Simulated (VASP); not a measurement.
# TiN (Fm-3m) in VASP: a series of runs, part 2 of 2

VASP 6.6.1. Earlier steps stand in the parts before.

## 3. Single point, PBEsol, collinear spin (8.54 Å³/atom)

INCAR reads:

```
PREC = Accurate ; ENCUT = 520
EDIFF = 1E-7 ; ISMEAR = 0
SIGMA = 0.15 ; LREAL = False
LASPH = True ; NELM = 150
ALGO = Normal ; ISIF = 2
LWAVE = False ; LCHARG = False
ISPIN = 2 ; MAGMOM = 0.25 0
LORBIT = 11 ; NUPDOWN = 0.25
LMAXMIX = 4 ; GGA = PS
NBANDS = 20
```

KPOINTS reads:

```
Automatic mesh
0
Gamma
  20 20 20
```

POSCAR reads:

```
TiN
1.0
    0.0000000000      2.0443429201      2.0443429201
    2.0443429201      0.0000000000      2.0443429201
    2.0443429201      2.0443429201      0.0000000000
Ti N
1 1
Direct
    0.0000000000      0.0000000000      0.0000000000
    0.5000000000      0.5000000000      0.5000000000
```

Potentials or basis: VASP PAW PBE potentials, release 64 (Ti_sv, N).

Command:

```sh
> cat potpaw_PBE.64/Ti_sv/POTCAR potpaw_PBE.64/N/POTCAR > POTCAR
> mpirun -np 1 vasp_std > vasp.out
```

OUTCAR:

```text
PREC = Accurate
   ENCUT = 520
   EDIFF = 1E-7
   ISMEAR = 0
   LREAL = False
   LASPH = True
   NELM = 150
   ISIF = 2
   ISPIN = 2
   LORBIT = 11
   NUPDOWN = 0.25
   GGA = PS

 ion  position               nearest neighbor table
   1  0.000  0.000  0.000-   2 2.04   2 2.04   2 2.04   2 2.04   2 2.04   2 2.04
   2  0.500  0.500  0.500-   1 2.04   1 2.04   1 2.04   1 2.04   1 2.04   1 2.04

  LATTYP: Found a face centered cubic cell.
 ALAT       =     4.0886858402

  Lattice vectors:

 A1 = (   0.0000000000,   2.0443429201,   2.0443429201)
 A2 = (   2.0443429201,   0.0000000000,   2.0443429201)
 A3 = (   2.0443429201,   2.0443429201,   0.0000000000)

Analysis of symmetry for initial positions (statically):
=====================================================================
 Subroutine PRICEL returns:
 Original cell was already a primitive cell.

 Routine SETGRP: Setting up the symmetry group for a
 face centered cubic supercell.

 Subroutine GETGRP returns: Found 48 space group operations
 (whereof 48 operations were pure point group operations)
 out of a pool of 48 trial point group operations.

The static configuration has the point symmetry O_h .

Analysis of symmetry for dynamics (positions and initial velocities):
=====================================================================
 Subroutine PRICEL returns:
 Original cell was already a primitive cell.

 Routine SETGRP: Setting up the symmetry group for a
 face centered cubic supercell.

 Subroutine GETGRP returns: Found 48 space group operations
 (whereof 48 operations were pure point group operations)
 out of a pool of 48 trial point group operations.

The dynamic configuration has the point symmetry O_h .

Analysis of structural, dynamic, and magnetic symmetry:
=====================================================================
 Subroutine PRICEL returns:
 Original cell was already a primitive cell.

 Routine SETGRP: Setting up the symmetry group for a
 face centered cubic supercell.

 Subroutine GETGRP returns: Found 48 space group operations
 (whereof 48 operations were pure point group operations)
 out of a pool of 48 trial point group operations.

The overall configuration has the point symmetry O_h .

 Subroutine INISYM returns: Found 48 space group operations
 (whereof 48 operations are pure point group operations),
 and found     1 'primitive' translations

----------------------------------------------------------------------------------------

                                     Primitive cell

  volume of cell :      17.0880

  direct lattice vectors                    reciprocal lattice vectors
     0.000000000  2.044342920  2.044342920    -0.244577363  0.244577363  0.244577363
     2.044342920  0.000000000  2.044342920     0.244577363 -0.244577363  0.244577363
     2.044342920  2.044342920  0.000000000     0.244577363  0.244577363 -0.244577363

  length of vectors
     2.891137484  2.891137484  2.891137484     0.423620419  0.423620419  0.423620419

  position of ions in fractional coordinates (direct lattice)
     0.000000000  0.000000000  0.000000000
     0.500000000  0.500000000  0.500000000

  ion indices of the primitive-cell ions
[... 66 lines left out ...]
   PREC   = accura    normal or accurate (medium, high low for compatibility)
   ISTART =      0    job   : 0-new  1-cont  2-samecut
   ICHARG =      2    charge: 1-file 2-atom 10-const
   ISPIN  =      2    spin polarized calculation?
   LNONCOLLINEAR =      F non collinear calculations
   LSORBIT =      F    spin-orbit coupling
   LASPH  =      T    aspherical Exc in radial PAW
   ENCUT  =  520.0 eV  38.22 Ry    6.18 a.u.   5.38  5.38  5.38*2*pi/ulx,y,z
   NELM   =    150;   NELMIN=  2; NELMDL= -5     # of ELM steps
   EDIFF  = 0.1E-06   stopping-criterion for ELM
   LREAL  =      F    real-space projection
   EDIFFG = 0.1E-05   stopping-criterion for IOM
   NSW    =      0    number of steps for IOM
   IBRION =     -1    ionic relax: 0-MD 1-quasi-New 2-CG
   NFREE  =      0    steps in history (QN), initial steepest desc. (CG)
   ISIF   =      2    stress and relaxation
   ISYM   =      2    0-nonsym 1-usesym 2-fastsym
   POTIM  = 0.5000    time-step for ionic-motion
   TEBEG  =    0.0;   TEEND  =   0.0 temperature during run
   PSTRESS=    0.0 pullay stress
   NELECT =      17.0000    total number of electrons
   NUPDOWN=       0.2500    fix difference up-down
   EMIN   =  10.00;   EMAX   =-10.00  energy-range for DOS
   EFERMI =   0.00;   METHOD = LEGACY
   ISMEAR =     0;   SIGMA  =   0.15  broadening in eV -4-tet -1-fermi 0-gaus
   EFERMI_NEDOS =   21; number of points for ismear=-14 and -15
   IALGO  =     38    algorithm
   IMIX   =      4    mixing-type and parameters
     AMIX     =   0.40;   BMIX     =  1.00
     AMIX_MAG =   1.60;   BMIX_MAG =  1.00
  volume/ion in A,a.u.               =       8.54        57.66
  Fermi-wavevector in a.u.,A,eV,Ry     =   1.634283  3.088348 36.339563  2.670883
  Thomas-Fermi vector in A             =   2.725948
   LORBIT       =     11    0 simple, 1 ext, 2 COOP (PROOUT), +10 PAW based schemes
   GGA     = PS    functional components
   LHFCALC =     F    Hartree Fock is set to
   AEXX    =    0.0000 exact exchange contribution
   IVDW    =     0    specifies the selected vdW correction
   LEPSILON=     F    determine dielectric tensor
   LRPA    =     F    only Hartree local field effects (RPA)
 spin polarized calculation
 Gauss-broadening in eV      SIGMA  =   0.15
  energy-cutoff  :      520.00
  volume of cell :       17.09
 maximum number of plane-waves:       477
 NGX is ok and might be reduce to    24
   NGX = 11   NGY = 11   NGZ = 11

 number of electron      17.0000003 magnetization       0.2500000

 Free energy of the ion-electron system (eV)
  ---------------------------------------------------
  ext. energy  EPLUGINS =         0.00000000
  ---------------------------------------------------
  free energy    TOTEN  =       -20.61688755 eV

  energy without entropy =      -20.60823692  energy(sigma->0) =      -20.61256223

 E-fermi :  12.5808     XC(G=0): -13.8412

 val. band max:       13.0659005260   @ k =  -0.4500   0.2500   0.0500
 cond. band min:      12.6184612318   @ k =   0.2000   0.0500   0.0000
 fundamental gap:     -0.4474392941
 Fermi energy:        13.0934575175

 spin component 1

 k-point     1 :       0.0000    0.0000    0.0000
  band No.  band energies     occupation
      1     -44.6734      1.00000
      2     -20.6523      1.00000
      3     -20.6523      1.00000
      4     -20.6523      1.00000
      5      -4.8832      1.00000
      6      10.6822      1.00000
[... 541 lines left out ...]
     19      38.2180      0.00000
     20      40.2293      0.00000

 [... further k-points ...]

 spin component 2

 k-point     1 :       0.0000    0.0000    0.0000
  band No.  band energies     occupation
      1     -44.4958      1.00000
      2     -20.4737      1.00000
      3     -20.4737      1.00000
      4     -20.4737      1.00000
      5      -4.8130      1.00000
      6      10.7315      1.00000
[... 541 lines left out ...]
     19      38.3379      0.00000
     20      40.3469      0.00000

 [... further k-points ...]

------------------------ aborting loop because EDIFF is reached ----------------------------------------

  FORCE on cell =-STRESS in cart. coord.  units (eV):
  Direction    XX          YY          ZZ          XY          YZ          ZX
  --------------------------------------------------------------------------------------
  -------------------------------------------------------------------------------------
  Total        3.3081725      3.3081725      3.3081725      0.0000000     -0.0000000      0.0000000
  in kB      310.1755001    310.1755001    310.1755001      0.0000000     -0.0000000      0.0000000
  external PRESSURE =     310.1755001 kB  Pullay stress =       0.0000000 kB

 VOLUME and BASIS-vectors are now :
 -----------------------------------------------------------------------------
  energy-cutoff  :      520.00
  volume of cell :       17.09
      direct lattice vectors                 reciprocal lattice vectors
     0.000000000  2.044342920  2.044342920    -0.244577363  0.244577363  0.244577363
     2.044342920  0.000000000  2.044342920     0.244577363 -0.244577363  0.244577363
     2.044342920  2.044342920  0.000000000     0.244577363  0.244577363 -0.244577363

 POSITION                                       TOTAL-FORCE (eV/Angst)
 -----------------------------------------------------------------------------------
      0.00000      0.00000      0.00000         0.000000     -0.000000     -0.000000
      2.04434      2.04434      2.04434         0.000000      0.000000      0.000000
 -----------------------------------------------------------------------------------
    total drift:                                0.000000     -0.000000     -0.000000

  FREE ENERGIE OF THE ION-ELECTRON SYSTEM (eV)
  ---------------------------------------------------
  free  energy   TOTEN  =       -20.6168875508 eV

  energy  without entropy=      -20.6082369154  energy(sigma->0) =      -20.61256223

 total charge

# of ion       s       p       d       tot
------------------------------------------
    1        2.212   6.300   2.126  10.638
    2        1.251   2.564   0.000   3.815
--------------------------------------------------
tot          3.462   8.864   2.126  14.453

 magnetization (x)

# of ion       s       p       d       tot
------------------------------------------
    1        0.002   0.002   0.184   0.188
    2        0.000   0.017   0.000   0.017
--------------------------------------------------
tot          0.002   0.019   0.184   0.205
```

Run time: 5 min. Hardware: 1 thread of Intel Xeon 8259CL, shared host; peak memory 0.25 GiB.

Results:

```
Free energy                                           : -20.6169 eV
Pressure                                              : 31.0 GPa
Net moment                                            : 0.25 μB per cell
Site moments                                          : Ti +0.19; N +0.02 μB
Valence electrons inside the program's atomic spheres : Ti 10.64; N 3.81
```

Caveat: the cell stands under pressure; the PAW data sets were made with another functional, which shifts forces and pressure a little; the total moment is fixed, so each spin has its own Fermi level and the state may be an excited one.

## 4. Single point, PBEsol, collinear spin (8.54 Å³/atom)

INCAR reads:

```
SYSTEM = TiN
ALGO = Normal
EDIFF = 1E-7
ENCUT = 520
GGA = PS
ISIF = 2
ISMEAR = 0
ISPIN = 2
LASPH = .True.
LCHARG = .True.
LELF = .True.
LMAXMIX = 4
LORBIT = 11
LREAL = .False.
LVHAR = .True.
LWAVE = .False.
MAGMOM = 0.875 0
NBANDS = 20
NELM = 150
NUPDOWN = 0.875
PREC = Accurate
SIGMA = 0.15
```

KPOINTS reads:

```
k-points
0
Gamma
  20 20 20
  0 0 0
```

POSCAR is that of step 3.

Command:

```sh
> cat potpaw_PBE.64/Ti_sv/POTCAR potpaw_PBE.64/N/POTCAR > POTCAR
> mpirun -np 1 vasp_std > vasp.out
```

Run time: 4.5 min. Hardware: 1 thread of Intel Xeon 8259CL, shared host; peak memory 0.26 GiB.

It converged, with:

- Free energy: -20.2096 eV
- Pressure: 37.8 GPa
- Net moment: 0.88 μB per cell
- Site moments: Ti +0.65; N +0.07 μB
- Valence electrons inside the program's atomic spheres: Ti 10.65; N 3.82

Caveat: the cell stands under pressure; the PAW data sets were made with another functional, which shifts forces and pressure a little; the total moment is fixed, so each spin has its own Fermi level and the state may be an excited one.

## 5. Overview

| fixed moment (μB) | pressure (GPa) | moment (μB) |
| --- | --- | --- |
| 1.0 | 40.2 | 1.00 |
| 0.25 | 31.0 | 0.25 |
| 0.875 | 37.8 | 0.88 |

Alike in all rows: task single point; level PBEsol; potentials or basis VASP PAW PBE potentials, release 64 (Ti_sv, N); spin collinear; cell as given; k mesh 20 × 20 × 20; cutoff (eV) 520; smearing gaussian 0.15 eV.

Caveats: the cell stands under pressure; the PAW data sets were made with another functional, which shifts forces and pressure a little; the total moment is fixed, so each spin has its own Fermi level and the state may be an excited one.

Total energies depend on the potentials used, so only differences within one code and one set of settings carry meaning.
